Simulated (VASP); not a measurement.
# CdSe (F-43m) in VASP: a series of runs, part 2 of 2

VASP 6.6.1.

**3. Relaxation of cell and atoms, PBEsol, target pressure 15 GPa, at which the enthalpy is minimised**

Contents of INCAR:

```
SYSTEM = CdSe
PREC = Accurate ; ENCUT = 600
EDIFF = 1E-6 ; ISMEAR = 0
SIGMA = 0.01 ; LREAL = .FALSE.
LASPH = .TRUE. ; NELM = 100
ALGO = Normal ; ISIF = 3
LWAVE = .FALSE. ; LCHARG = .FALSE.
GGA = PS ; IBRION = 2
NSW = 100 ; EDIFFG = -0.002
PSTRESS = 150.0
```

Contents of KPOINTS:

```
regular mesh
0
G
  6 6 6
  0 0 0
```

Contents of POSCAR:

```
CdSe
1.0
    3.0413144136      3.0413144136      0.0000000000
   -3.0413144136      3.0413144136      0.0000000000
    0.0000000000      3.0413144136      3.0413144136
Cd Se
1 1
Direct
    0.0000000000      0.0000000000      0.0000000000
    0.7500000000      0.2500000000      0.5000000000
```

Potentials or basis: VASP PAW PBE potentials, release 64 (Cd, Se).

The run is started by

```
$ cat potpaw_PBE.64/Cd/POTCAR potpaw_PBE.64/Se/POTCAR > POTCAR
$ mpirun -np 1 vasp_std > vasp.out
```

OUTCAR:

```text
SYSTEM = CdSe
   PREC = Accurate
   ENCUT = 600
   EDIFF = 1E-6
   ISMEAR = 0
   LREAL = .FALSE.
   LASPH = .TRUE.
   NELM = 100
   ISIF = 3
   GGA = PS
   IBRION = 2
   NSW = 100
   EDIFFG = -0.002
   PSTRESS = 150.0

 ion  position               nearest neighbor table
   1  0.000  0.000  0.000-   2 2.63   2 2.63   2 2.63   2 2.63
   2  0.750  0.250  0.500-   1 2.63   1 2.63   1 2.63   1 2.63

  LATTYP: Found a face centered cubic cell.
 ALAT       =     6.0826288272

  Lattice vectors:

 A1 = (   0.0000000000,   3.0413144136,   3.0413144136)
 A2 = (   3.0413144136,   0.0000000000,   3.0413144136)
 A3 = (   3.0413144136,   3.0413144136,   0.0000000000)

Analysis of symmetry for initial positions (statically):
=====================================================================
 Subroutine PRICEL returns:
 Original cell was already a primitive cell.

 Routine SETGRP: Setting up the symmetry group for a
 face centered cubic supercell.

 Subroutine GETGRP returns: Found 24 space group operations
 (whereof 24 operations were pure point group operations)
 out of a pool of 48 trial point group operations.

The static configuration has the point symmetry T_d .

Analysis of symmetry for dynamics (positions and initial velocities):
=====================================================================
 Subroutine PRICEL returns:
 Original cell was already a primitive cell.

 Routine SETGRP: Setting up the symmetry group for a
 face centered cubic supercell.

 Subroutine GETGRP returns: Found 24 space group operations
 (whereof 24 operations were pure point group operations)
 out of a pool of 48 trial point group operations.

The dynamic configuration has the point symmetry T_d .

 Subroutine INISYM returns: Found 24 space group operations
 (whereof 24 operations are pure point group operations),
 and found     1 'primitive' translations

----------------------------------------------------------------------------------------

[... 114 lines left out ...]
 conjugate gradient relaxation of ions
 non-spin polarized calculation
 Gauss-broadening in eV      SIGMA  =   0.01
  energy-cutoff  :      600.00
  volume of cell :       56.26
 maximum number of plane-waves:      1895
 NGX is ok and might be reduce to    36
   NGX = 17   NGY = 17   NGZ = 17

--------------------------------------- Ionic step        1  -------------------------------------------

 number of electron      17.9999999 magnetization

 Free energy of the ion-electron system (eV)
  ---------------------------------------------------
  ext. energy  EPLUGINS =         0.00000000
  ---------------------------------------------------
  free energy    TOTEN  =        -6.17249446 eV

  energy without entropy =       -6.17249446  energy(sigma->0) =       -6.17249446

------------------------ aborting loop because EDIFF is reached ----------------------------------------

  FORCE on cell =-STRESS in cart. coord.  units (eV):
  Direction    XX          YY          ZZ          XY          YZ          ZX
  --------------------------------------------------------------------------------------
  -------------------------------------------------------------------------------------
  Total        0.1005227      0.1005227      0.1005227      0.0000000     -0.0000000      0.0000000
  in kB        2.8626016      2.8626016      2.8626016      0.0000000     -0.0000000      0.0000000
  external PRESSURE =    -147.1373984 kB  Pullay stress =     150.0000000 kB
[... 25 lines left out ...]
--------------------------------------- Ionic step        2  -------------------------------------------

 number of electron      18.0000000 magnetization

 E-fermi :   5.1477     XC(G=0): -11.0440

 val. band max:        5.0356388438   @ k =   0.0000   0.0000   0.0000
 cond. band min:       6.1973179843   @ k =   0.0000   0.0000   0.0000
 fundamental gap:      1.1616791405
 Fermi energy:         5.1476718304

 k-point     1 :       0.0000    0.0000    0.0000
  band No.  band energies     occupation
      1     -10.8551      2.00000
      2      -5.3592      2.00000
      3      -5.3592      2.00000
      4      -5.3592      2.00000
      5      -4.3637      2.00000
      6      -4.3637      2.00000
      7       5.0356      2.00000
      8       5.0356      2.00000
      9       5.0356      2.00000
     10       6.1973      0.00000
     11      10.4937      0.00000
     12      10.4937      0.00000
     13      10.4937      0.00000
[... 503 lines left out ...]
--------------------------------------- Ionic step        9  -------------------------------------------

 number of electron      18.0000002 magnetization

 Free energy of the ion-electron system (eV)
  ---------------------------------------------------
  ext. energy  EPLUGINS =         0.00000000
  ---------------------------------------------------
  free energy    TOTEN  =        -5.79779659 eV

  energy without entropy =       -5.79779659  energy(sigma->0) =       -5.79779659

 E-fermi :   2.5285     XC(G=0):  -9.9440

 val. band max:        2.4446524056   @ k =   0.0000   0.0000   0.0000
 cond. band min:       3.2699337104   @ k =   0.0000   0.0000   0.0000
 fundamental gap:      0.8252813047
 Fermi energy:         2.5285395754

 k-point     1 :       0.0000    0.0000    0.0000
  band No.  band energies     occupation
      1     -11.3922      2.00000
      2      -6.3061      2.00000
      3      -6.3061      2.00000
      4      -6.3061      2.00000
      5      -5.6918      2.00000
      6      -5.6918      2.00000
      7       2.4447      2.00000
      8       2.4447      2.00000
      9       2.4447      2.00000
     10       3.2699      0.00000
     11       8.2163      0.00000
     12       8.2163      0.00000
     13       8.2163      0.00000
[... 271 lines left out ...]
  energy  without entropy=       -5.7977965936  energy(sigma->0) =       -5.79779659

  enthalpy is  TOTEN    =        -1.3981549447 eV   P V=        4.3996416489

 reached required accuracy - stopping structural energy minimisation
```

It took 71 s on 1 thread of Intel Xeon Platinum 8488C (Sapphire Rapids), shared host; peak memory 0.21 GiB.

What came out:

* Free energy: -5.7978 eV
* Relaxed volume: 23.50 Å³/atom
* Relaxed cell: a = 4.051 Å, b = 4.051 Å, c = 4.051 Å, α = 60.00°, β = 60.00°, γ = 90.00°
* Space group after relaxing (to 0.05 Å): F-43m (No. 216)
* Energy change on relaxing (the enthalpy is what falls): +187.3 meV/atom
* Ionic steps: 9
* Pressure after relaxing: 15.0 GPa
* Band gap on the k mesh: 0.83 eV, direct

The path:
| step | energy change (eV) | largest force (eV/Å) | pressure (GPa) | volume (Å³) |
| --- | --- | --- | --- | --- |
| 1 | 0.0000 | 0.0000 | 0.29 | 56.26 |
| 2 | 2.1942 | 0.0000 | 54.79 | 37.74 |
| 3 | 0.3359 | 0.0000 | 13.94 | 47.42 |
| 4 | 0.3660 | 0.0000 | 14.75 | 47.09 |
| 5 | 0.3821 | 0.0000 | 15.18 | 46.92 |
| 6 | 0.3673 | 0.0000 | 14.80 | 47.07 |
| 7 | 0.3752 | 0.0000 | 15.03 | 46.99 |
| 8 | 0.3743 | 0.0000 | 14.98 | 47.00 |
| 9 | 0.3747 | 0.0000 | 14.99 | 46.99 |

Final structure:
```
Cd Se
1.0
     2.86419    2.86419    0.00000
    -2.86419    2.86419    0.00000
     0.00000    2.86419    2.86419
Cd Se
1 1
Direct
  0.00000 0.00000 0.00000
  0.75000 0.25000 0.50000
```

Caveat: the cell is relaxed towards a set pressure, so the enthalpy falls and the energy may rise; the volume moved by over 15 % at a fixed basis, so the end points are rough; the PAW data sets were made with another functional, which shifts forces and pressure a little.

**4. Single point, PBEsol, non-collinear spin, zero start, spin-orbit coupling**

This run uses another cell than the first one, of 23.36 Å³/atom, 0.830 times its volume.

Contents of INCAR:

```
ALGO = Normal ; EDIFF = 1E-6
ENCUT = 520 ; GGA = PS
GGA_COMPAT = F ; ISIF = 2
ISMEAR = -1 ; LASPH = T
LCHARG = F ; LORBIT = 11
LORBMOM = T ; LREAL = F
LSORBIT = T ; LWAVE = F
MAGMOM = 0 0 0 0 0 0 ; NBANDS = 30
NELM = 150 ; PREC = Accurate
SIGMA = 0.01
```

Contents of KPOINTS:

```
k-points
0
Gamma
  6 6 6
```

Contents of POSCAR:

```
CdSe
1.0
    2.8585503810      2.8585503810      0.0000000000
   -2.8585503810      2.8585503810      0.0000000000
    0.0000000000      2.8585503810      2.8585503810
Cd Se
1 1
Direct
    0.0000000000      0.0000000000      0.0000000000
    0.7500000000      0.2500000000      0.5000000000
```

Potentials or basis: VASP PAW PBE potentials, release 64 (Cd, Se).

The run is started by

```
$ cat potpaw_PBE.64/Cd/POTCAR potpaw_PBE.64/Se/POTCAR > POTCAR
$ mpirun -np 1 vasp_ncl > vasp.out
```

OUTCAR:

```text
EDIFF = 1E-6
   ENCUT = 520
   GGA = PS
   ISIF = 2
   ISMEAR = -1
   LASPH = T
   LORBIT = 11
   LREAL = F
   LSORBIT = T
   NELM = 150
   PREC = Accurate

 ion  position               nearest neighbor table
   1  0.000  0.000  0.000-   2 2.48   2 2.48   2 2.48   2 2.48
   2  0.750  0.250  0.500-   1 2.48   1 2.48   1 2.48   1 2.48

  LATTYP: Found a face centered cubic cell.
 ALAT       =     5.7171007620

  Lattice vectors:

 A1 = (   0.0000000000,   2.8585503810,   2.8585503810)
 A2 = (   2.8585503810,   0.0000000000,   2.8585503810)
 A3 = (   2.8585503810,   2.8585503810,   0.0000000000)

Analysis of symmetry for initial positions (statically):
=====================================================================
 Subroutine PRICEL returns:
 Original cell was already a primitive cell.

 Routine SETGRP: Setting up the symmetry group for a
 face centered cubic supercell.

 Subroutine GETGRP returns: Found 24 space group operations
 (whereof 24 operations were pure point group operations)
 out of a pool of 48 trial point group operations.

The static configuration has the point symmetry T_d .

Analysis of symmetry for dynamics (positions and initial velocities):
=====================================================================
 Subroutine PRICEL returns:
 Original cell was already a primitive cell.

 Routine SETGRP: Setting up the symmetry group for a
 face centered cubic supercell.

 Subroutine GETGRP returns: Found 24 space group operations
 (whereof 24 operations were pure point group operations)
 out of a pool of 48 trial point group operations.

The dynamic configuration has the point symmetry T_d .

Analysis of structural, dynamic, and magnetic symmetry:
=====================================================================
 Subroutine PRICEL returns:
 Original cell was already a primitive cell.

 Routine SETGRP: Setting up the symmetry group for a
[... 927 lines left out ...]
            0.000  -0.000  -0.000

 orbital moment (y)

 # of ion     p       d       tot
 ----------------------------------------
  1        -0.000   0.000   0.000
  2        -0.000   0.000  -0.000
 ----------------------------------------
           -0.000   0.000   0.000

 orbital moment (z)

 # of ion     p       d       tot
 ----------------------------------------
  1         0.000   0.000   0.000
  2         0.000  -0.000  -0.000
 ----------------------------------------
            0.000   0.000   0.000

 Spin-Orbit-Coupling matrix elements

 Ion:    1  E_soc:     -0.0643110
 l=   1
     0.0000000    -0.0035638    -0.0035638
    -0.0035638     0.0000000    -0.0035638
    -0.0035638    -0.0035638     0.0000000
 l=   2
     0.0000000    -0.0014733     0.0000000    -0.0014733    -0.0056814
    -0.0014733     0.0000000    -0.0042610    -0.0014733    -0.0014203
     0.0000000    -0.0042610     0.0000000    -0.0042610     0.0000000
    -0.0014733    -0.0014733    -0.0042610     0.0000000    -0.0014203
    -0.0056814    -0.0014203     0.0000000    -0.0014203     0.0000000
 l=   3
     0.0000000     0.0000000     0.0000000     0.0000000     0.0000000     0.0000000     0.0000000
     0.0000000     0.0000000     0.0000000     0.0000000     0.0000000     0.0000000     0.0000000
     0.0000000     0.0000000     0.0000000     0.0000000     0.0000000     0.0000000     0.0000000
     0.0000000     0.0000000     0.0000000     0.0000000     0.0000000     0.0000000     0.0000000
     0.0000000     0.0000000     0.0000000     0.0000000     0.0000000     0.0000000     0.0000000
     0.0000000     0.0000000     0.0000000     0.0000000     0.0000000     0.0000000     0.0000000
     0.0000000     0.0000000     0.0000000     0.0000000     0.0000000     0.0000000     0.0000000

 Ion:    2  E_soc:     -0.0381488
 l=   1
     0.0000000    -0.0063457    -0.0063457
    -0.0063457     0.0000000    -0.0063457
    -0.0063457    -0.0063457     0.0000000
 l=   2
     0.0000000    -0.0000052     0.0000000    -0.0000052    -0.0000072
    -0.0000052     0.0000000    -0.0000054    -0.0000052    -0.0000018
     0.0000000    -0.0000054     0.0000000    -0.0000054     0.0000000
    -0.0000052    -0.0000052    -0.0000054     0.0000000    -0.0000018
    -0.0000072    -0.0000018     0.0000000    -0.0000018     0.0000000
 l=   3
     0.0000000     0.0000000     0.0000000     0.0000000     0.0000000     0.0000000     0.0000000
     0.0000000     0.0000000     0.0000000     0.0000000     0.0000000     0.0000000     0.0000000
     0.0000000     0.0000000     0.0000000     0.0000000     0.0000000     0.0000000     0.0000000
     0.0000000     0.0000000     0.0000000     0.0000000     0.0000000     0.0000000     0.0000000
     0.0000000     0.0000000     0.0000000     0.0000000     0.0000000     0.0000000     0.0000000
     0.0000000     0.0000000     0.0000000     0.0000000     0.0000000     0.0000000     0.0000000
     0.0000000     0.0000000     0.0000000     0.0000000     0.0000000     0.0000000     0.0000000

 total charge

# of ion       s       p       d       tot
------------------------------------------
    1        0.490   0.446   9.558  10.495
    2        1.440   2.488   0.042   3.969
--------------------------------------------------
tot          1.930   2.934   9.600  14.464

 magnetization (x)

# of ion       s       p       d       tot
------------------------------------------
    1        0.000   0.000  -0.000   0.000
    2       -0.000  -0.000   0.000  -0.000
--------------------------------------------------
tot          0.000   0.000  -0.000   0.000

 magnetization (y)

# of ion       s       p       d       tot
------------------------------------------
    1        0.000  -0.000   0.000   0.000
    2       -0.000   0.000  -0.000   0.000
--------------------------------------------------
tot          0.000   0.000   0.000   0.000

 magnetization (z)

# of ion       s       p       d       tot
------------------------------------------
    1       -0.000  -0.000   0.000  -0.000
    2        0.000  -0.000   0.000   0.000
--------------------------------------------------
tot         -0.000  -0.000   0.000  -0.000
```

OSZICAR:

```text
N       E                     dE             d eps       ncg     rms          rms(c)
DAV:   1     0.128132675084E+03    0.12813E+03   -0.87782E+03  1336   0.112E+03
DAV:   2     0.115892396349E+00   -0.12802E+03   -0.12173E+03  1440   0.293E+02
DAV:   3    -0.617230421532E+01   -0.62882E+01   -0.62485E+01  1552   0.667E+01
DAV:   4    -0.621191647811E+01   -0.39612E-01   -0.39601E-01  1488   0.512E+00
DAV:   5    -0.621211204048E+01   -0.19556E-03   -0.19556E-03  1544   0.328E-01    0.949E+00
DAV:   6    -0.584707667495E+01    0.36504E+00   -0.50511E-01  1716   0.122E+01    0.698E+00
DAV:   7    -0.582132039957E+01    0.25756E-01   -0.25339E-01  1422   0.371E+00    0.271E+00
DAV:   8    -0.581958337146E+01    0.17370E-02   -0.31556E-02  1446   0.255E+00    0.608E-01
DAV:   9    -0.581920542436E+01    0.37795E-03   -0.15810E-03  1524   0.597E-01    0.236E-01
DAV:  10    -0.581920196060E+01    0.34638E-05   -0.54163E-04  1452   0.335E-01    0.493E-02
DAV:  11    -0.581921005529E+01   -0.80947E-05   -0.16121E-04  1488   0.218E-01    0.399E-02
DAV:  12    -0.581921262617E+01   -0.25709E-05   -0.19992E-05  1440   0.462E-02    0.747E-03
DAV:  13    -0.581921241312E+01    0.21305E-06   -0.21757E-06  1380   0.149E-02
   1 F= -.58192124E+01 E0= -.58192124E+01  d E =-.436615E-11  mag=    -0.0000     0.0000    -0.0000
```

It took 62 s on 1 thread of Intel Xeon Platinum 8488C (Sapphire Rapids), shared host; peak memory 0.29 GiB.

Results:

| Quantity | Value |
| --- | --- |
| Free energy | -5.8192 eV |
| Pressure | 15.7 GPa |
| Net moment | 0.00 μB per cell |
| Valence electrons inside the program's atomic spheres | Cd 10.49; Se 3.97 |

Moments on the atoms (μB; x, y, z):
```
Cd  0.00 0.00 0.00
Se  0.00 0.00 0.00
```

Caveat: the k points lie up to 0.37 Å⁻¹ apart; the PAW data sets were made with another functional, which shifts forces and pressure a little.

**5. The runs side by side**

| task | spin | cell | cutoff (eV) | smearing | gap on the mesh (eV) | pressure (GPa) |
| --- | --- | --- | --- | --- | --- | --- |
| relaxation of cell and atoms | off | relaxed to 10 GPa from a = 4.301 Å, angles 60.0, 60.0, 90.0°, 2 atoms | 600 | gaussian 0.01 eV | 0.74 | 10.0 |
| relaxation of cell and atoms | off | relaxed to 15 GPa from a = 4.301 Å, angles 60.0, 60.0, 90.0°, 2 atoms | 600 | gaussian 0.01 eV | 0.83 | 15.0 |
| single point | non-collinear, zero start, SOC | a = 4.043 Å, angles 60.0, 60.0, 90.0°, 2 atoms | 520 | fermi-dirac 0.01 eV | - | 15.7 |

Alike in all rows: level PBEsol; potentials or basis VASP PAW PBE potentials, release 64 (Cd, Se); k mesh 6 × 6 × 6.

Caveats: some runs use coarse meshes; the PAW data sets were made with another functional, which shifts forces and pressure a little; the cell is relaxed towards a set pressure, so the enthalpy falls and the energy may rise (some runs); the volume moved by over 15 % at a fixed basis, so the end points are rough (some runs).

Total energies depend on the potentials used, so only differences within one code and one set of settings carry meaning.
